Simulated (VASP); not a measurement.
# Ti: single point with PBE

The system is Ti.

```
CELL_PARAMETERS angstrom
0.00000 2.03000 2.03000
2.03000 0.00000 2.03000
2.03000 2.03000 0.00000
ATOMIC_POSITIONS crystal
Ti 0.00000 0.00000 0.00000
```

- Program: VASP 6.6.1
- Task: single point
- Functional: PBE
- Potentials or basis: VASP PAW PBE potentials, release 64 (Ti_sv)
- Cutoff: 520 eV
- k mesh: 11 × 11 × 11
- Occupations: gaussian, width 0.016 eV
- Spin: no spin polarisation

The pressure is 3.5 GPa. The band gap on the k mesh is zero (band 6 reaches 9.54 eV, above the bottom of band 7 at 8.35 eV).

Levels at points of the mesh, in eV from the Fermi level:
```tsv
k point	band 3	band 4	band 5	band 6	band 7	band 8	band 9	band 10
(0.00, 0.00, 0.00)	-32.41	-32.41	-6.17	0.93	0.93	0.93	2.65	2.65
```

It took 19 s on 1 thread of AMD EPYC 7R43 64-Core Processor (Zen 3), with other jobs on the host, peak memory 0.11 GiB.
